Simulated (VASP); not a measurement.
# Ge (R-3m) in VASP: single point with r2SCAN

Aim: the single point of Ge with r2SCAN.

Everything below comes from runs of VASP 6.6.1. Logs are shortened: lines on timing, memory, paths and dates and some standing lists are left out, and cuts for length are marked.

## (1) The cell of the first run

Symmetry: R-3m, No. 166, trigonal system. Conventional cell: a = 4.172 Å, b = 4.172 Å, c = 9.687 Å, α = 90.00°, β = 90.00°, γ = 120.00°. Ge (site symmetry 3m) has 4 Ge at 2.47 to 2.53 Å within 3.3 Å.

## (2) Single point, r2SCAN, non-collinear spin, zero start, spin-orbit coupling (epitaxial 111 strain +4.0%)

File POSCAR:

```
Ge
1.0
   -0.1026928930      2.8476555596      2.8476555596
    2.8476555596     -0.1026928930      2.8476555596
    2.8476555596      2.8476555596     -0.1026928930
Ge
2
Direct
   -0.0023425977     -0.0023425977     -0.0023425977
    0.2523425977      0.2523425977      0.2523425977
```

File INCAR.step1:

```
SYSTEM = Ge
PREC = Accurate
ENCUT = 520
ISMEAR = -1
SIGMA = 0.02
LREAL = .False.
LASPH = .True.
NELM = 150
LNONCOLLINEAR = .True.
MAGMOM = 0 0 0 0 0 0
LSORBIT = .True.
GGA_COMPAT = .False.
NBANDS = 40
GGA = PE
ALGO = Normal
EDIFF = 1E-4
LWAVE = .True.
LCHARG = .False.
```

File INCAR.step2:

```
SYSTEM = Ge
PREC = Accurate
ENCUT = 520
EDIFF = 1E-6
ISMEAR = -1
SIGMA = 0.02
LREAL = .False.
LASPH = .True.
NELM = 150
ALGO = Normal
ISIF = 2
LWAVE = .False.
LCHARG = .False.
LNONCOLLINEAR = .True.
MAGMOM = 0 0 0 0 0 0
LORBIT = 11
LSORBIT = .True.
GGA_COMPAT = .False.
LORBMOM = .True.
METAGGA = R2SCAN
LMIXTAU = .True.
NBANDS = 40
ISTART = 1
```

File KPOINTS:

```
Automatic mesh
0
Gamma
  8 8 8
  0 0 0
```

Potentials or basis: VASP PAW PBE potentials, release 64 (Ge_d).

The run is started by

```sh
> cat potpaw_PBE.64/Ge_d/POTCAR > POTCAR
> cp INCAR.step1 INCAR
> mpirun -np 1 vasp_ncl > vasp.out
> cp INCAR.step2 INCAR
> mpirun -np 1 vasp_ncl > vasp.out
```

OUTCAR:

```text
SYSTEM = Ge
   PREC = Accurate
   ENCUT = 520
   EDIFF = 1E-6
   ISMEAR = -1
   LREAL = .False.
   LASPH = .True.
   NELM = 150
   ISIF = 2
   LNONCOLLINEAR = .True.
   LORBIT = 11
   LSORBIT = .True.
   METAGGA = R2SCAN
   ISTART = 1

 ion  position               nearest neighbor table
   1  0.998  0.998  0.998-   2 2.47   2 2.53   2 2.53   2 2.53
   2  0.252  0.252  0.252-   1 2.47   1 2.53   1 2.53   1 2.53

  LATTYP: Found a trigonal (rhomboedric) cell.
 ALAT       =     4.0285022282
 COS(alpha) =     0.4636362644

  Lattice vectors:

 A1 = (  -0.1026928930,   2.8476555596,   2.8476555596)
 A2 = (   2.8476555596,  -0.1026928930,   2.8476555596)
 A3 = (   2.8476555596,   2.8476555596,  -0.1026928930)

Analysis of symmetry for initial positions (statically):
=====================================================================
 Subroutine PRICEL returns:
 Original cell was already a primitive cell.

 Routine SETGRP: Setting up the symmetry group for a
 trigonal (rhombohedral) supercell.

 Subroutine GETGRP returns: Found 12 space group operations
 (whereof  6 operations were pure point group operations)
 out of a pool of 12 trial point group operations.

The static configuration has the point symmetry C_3v.
 The point group associated with its full space group is D_3d.

Analysis of symmetry for dynamics (positions and initial velocities):
=====================================================================
 Subroutine PRICEL returns:
 Original cell was already a primitive cell.

 Routine SETGRP: Setting up the symmetry group for a
 trigonal (rhombohedral) supercell.

 Subroutine GETGRP returns: Found 12 space group operations
 (whereof  6 operations were pure point group operations)
 out of a pool of 12 trial point group operations.

The dynamic configuration has the point symmetry C_3v.
 The point group associated with its full space group is D_3d.

Analysis of structural, dynamic, and magnetic symmetry:
=====================================================================
 Subroutine PRICEL returns:
 Original cell was already a primitive cell.

 Routine SETGRP: Setting up the symmetry group for a
 trigonal (rhombohedral) supercell.

 Subroutine GETGRP returns: Found 12 space group operations
 (whereof  6 operations were pure point group operations)
 out of a pool of 12 trial point group operations.

The overall configuration has the point symmetry C_3v.
 The point group associated with its full space group is D_3d.

 Subroutine INISYM returns: Found 12 space group operations
 (whereof  6 operations are pure point group operations),
 and found     1 'primitive' translations

----------------------------------------------------------------------------------------

                                     Primitive cell

  volume of cell :      48.6813

  direct lattice vectors                    reciprocal lattice vectors
    -0.102692893  2.847655560  2.847655560    -0.166359634  0.172583381  0.172583381
     2.847655560 -0.102692893  2.847655560     0.172583381 -0.166359634  0.172583381
     2.847655560  2.847655560 -0.102692893     0.172583381  0.172583381 -0.166359634

  length of vectors
     4.028502228  4.028502228  4.028502228     0.295373619  0.295373619  0.295373619

  position of ions in fractional coordinates (direct lattice)
     0.997657402  0.997657402  0.997657402
     0.252342598  0.252342598  0.252342598

  ion indices of the primitive-cell ions
   primitive index   ion index
                 1           1
                 2           2

----------------------------------------------------------------------------------------

 KPOINTS: Automatic mesh

Automatic generation of k-mesh.
 Grid dimensions read from file:
 generate k-points for:    8    8    8

 Generating k-lattice:

  Cartesian coordinates                     Fractional coordinates (reciprocal lattice)
    -0.020794954  0.021572923  0.021572923     0.125000000  0.000000000  0.000000000
     0.021572923 -0.020794954  0.021572923     0.000000000  0.125000000  0.000000000
     0.021572923  0.021572923 -0.020794954     0.000000000  0.000000000  0.125000000

  Length of vectors
[... 100 lines left out ...]
  ext. energy  EPLUGINS =         0.00000000
  ---------------------------------------------------
  free energy    TOTEN  =       -27.68542086 eV

  energy without entropy =      -27.68509417  energy(sigma->0) =      -27.68525751

 E-fermi :   4.0272     XC(G=0): -10.4476

 val. band max:        4.0137256237   @ k =   0.1250   0.0000   0.0000
 cond. band min:       4.0851406091   @ k =   0.0000   0.0000   0.0000
 fundamental gap:      0.0714149854
 Fermi energy:         4.0271764250

 k-point     1 :       0.0000    0.0000    0.0000
  band No.  band energies     occupation
      1     -21.5665      1.00000
      2     -21.5665      1.00000
      3     -21.5643      1.00000
      4     -21.5643      1.00000
      5     -21.5112      1.00000
      6     -21.5112      1.00000
[... 1021 lines left out ...]
     39      13.7960      0.00000
     40      13.7960      0.00000

 [... further k-points ...]

------------------------ aborting loop because EDIFF is reached ----------------------------------------

  FORCE on cell =-STRESS in cart. coord.  units (eV):
  Direction    XX          YY          ZZ          XY          YZ          ZX
  --------------------------------------------------------------------------------------
  -------------------------------------------------------------------------------------
  Total       -1.1088255     -1.1088255     -1.1088255      0.5583237      0.5583237      0.5583237
  in kB      -36.4932022    -36.4932022    -36.4932022     18.3753169     18.3753169     18.3753169
  external PRESSURE =     -36.4932022 kB  Pullay stress =       0.0000000 kB

 VOLUME and BASIS-vectors are now :
 -----------------------------------------------------------------------------
  energy-cutoff  :      520.00
  volume of cell :       48.68
      direct lattice vectors                 reciprocal lattice vectors
    -0.102692893  2.847655560  2.847655560    -0.166359634  0.172583381  0.172583381
     2.847655560 -0.102692893  2.847655560     0.172583381 -0.166359634  0.172583381
     2.847655560  2.847655560 -0.102692893     0.172583381  0.172583381 -0.166359634

 POSITION                                       TOTAL-FORCE (eV/Angst)
 -----------------------------------------------------------------------------------
      5.57952      5.57952      5.57952        -0.001663     -0.001663     -0.001663
      1.41126      1.41126      1.41126         0.001663      0.001663      0.001663
 -----------------------------------------------------------------------------------
    total drift:                               -0.000000     -0.000000     -0.000000

  FREE ENERGIE OF THE ION-ELECTRON SYSTEM (eV)
  ---------------------------------------------------
  free  energy   TOTEN  =       -27.6854208551 eV

  energy  without entropy=      -27.6850941682  energy(sigma->0) =      -27.68525751

 orbital moment (x)

 # of ion     p       d       tot
 ----------------------------------------
  1         0.000  -0.000   0.000
  2        -0.000  -0.000  -0.000
 ----------------------------------------
            0.000  -0.000  -0.000

 orbital moment (y)

 # of ion     p       d       tot
 ----------------------------------------
  1         0.000   0.000   0.000
  2         0.000   0.000   0.000
 ----------------------------------------
            0.000   0.000   0.000

 orbital moment (z)

 # of ion     p       d       tot
 ----------------------------------------
  1         0.000   0.000   0.000
  2         0.000  -0.000  -0.000
 ----------------------------------------
            0.000   0.000   0.000

 Spin-Orbit-Coupling matrix elements

 Ion:    1  E_soc:     -0.0177416
 l=   1
     0.0000000    -0.0020400    -0.0020400
    -0.0020400     0.0000000    -0.0020400
    -0.0020400    -0.0020400     0.0000000
 l=   2
     0.0000000    -0.0001822     0.0000000    -0.0001822    -0.0007347
    -0.0001822     0.0000000    -0.0005510    -0.0001822    -0.0001837
     0.0000000    -0.0005510     0.0000000    -0.0005510     0.0000000
    -0.0001822    -0.0001822    -0.0005510     0.0000000    -0.0001837
    -0.0007347    -0.0001837     0.0000000    -0.0001837     0.0000000
 l=   3
     0.0000000     0.0000000     0.0000000     0.0000000     0.0000000     0.0000000     0.0000000
     0.0000000     0.0000000     0.0000000     0.0000000     0.0000000     0.0000000     0.0000000
     0.0000000     0.0000000     0.0000000     0.0000000     0.0000000     0.0000000     0.0000000
     0.0000000     0.0000000     0.0000000     0.0000000     0.0000000     0.0000000     0.0000000
     0.0000000     0.0000000     0.0000000     0.0000000     0.0000000     0.0000000     0.0000000
     0.0000000     0.0000000     0.0000000     0.0000000     0.0000000     0.0000000     0.0000000
     0.0000000     0.0000000     0.0000000     0.0000000     0.0000000     0.0000000     0.0000000

 Ion:    2  E_soc:     -0.0177416
 l=   1
     0.0000000    -0.0020400    -0.0020400
    -0.0020400     0.0000000    -0.0020400
    -0.0020400    -0.0020400     0.0000000
 l=   2
     0.0000000    -0.0001822     0.0000000    -0.0001822    -0.0007347
    -0.0001822     0.0000000    -0.0005510    -0.0001822    -0.0001837
     0.0000000    -0.0005510     0.0000000    -0.0005510     0.0000000
    -0.0001822    -0.0001822    -0.0005510     0.0000000    -0.0001837
    -0.0007347    -0.0001837     0.0000000    -0.0001837     0.0000000
 l=   3
     0.0000000     0.0000000     0.0000000     0.0000000     0.0000000     0.0000000     0.0000000
     0.0000000     0.0000000     0.0000000     0.0000000     0.0000000     0.0000000     0.0000000
     0.0000000     0.0000000     0.0000000     0.0000000     0.0000000     0.0000000     0.0000000
     0.0000000     0.0000000     0.0000000     0.0000000     0.0000000     0.0000000     0.0000000
     0.0000000     0.0000000     0.0000000     0.0000000     0.0000000     0.0000000     0.0000000
     0.0000000     0.0000000     0.0000000     0.0000000     0.0000000     0.0000000     0.0000000
     0.0000000     0.0000000     0.0000000     0.0000000     0.0000000     0.0000000     0.0000000

 total charge

# of ion       s       p       d       tot
------------------------------------------
    1        1.113   1.215  10.012  12.340
    2        1.113   1.215  10.012  12.340
--------------------------------------------------
tot          2.226   2.429  20.024  24.679

 magnetization (x)

# of ion       s       p       d       tot
------------------------------------------
    1        0.000  -0.000   0.000  -0.000
    2        0.000  -0.000   0.000  -0.000
--------------------------------------------------
tot          0.000  -0.000   0.000  -0.000

 magnetization (y)

# of ion       s       p       d       tot
------------------------------------------
    1       -0.000   0.000  -0.000   0.000
    2       -0.000   0.000  -0.000   0.000
--------------------------------------------------
tot         -0.000   0.000  -0.000   0.000

 magnetization (z)

# of ion       s       p       d       tot
------------------------------------------
    1       -0.000  -0.000   0.000  -0.000
    2       -0.000  -0.000   0.000  -0.000
--------------------------------------------------
tot         -0.000  -0.000   0.000  -0.000
```

It took 20 min on 1 thread of Intel Xeon Platinum 8488C (Sapphire Rapids), shared host; peak memory 0.42 GiB.

Results:

* Free energy: -27.6854 eV
* Pressure: -3.6 GPa
* Net moment: 0.00 μB per cell
* Valence electrons inside the program's atomic spheres: Ge 12.34

Forces on the atoms (eV/Å):
```
Ge  -0.002 -0.002 -0.002
Ge   0.002  0.002  0.002
```

Moments on the atoms (μB; x, y, z):
```
Ge  0.00 0.00 0.00
Ge  0.00 0.00 0.00
```

Caveat: the cell differs from its parent crystal (epitaxial 111 strain +4.0%); the cell stands under tension; the PAW data sets were made with another functional, which shifts forces and pressure a little.
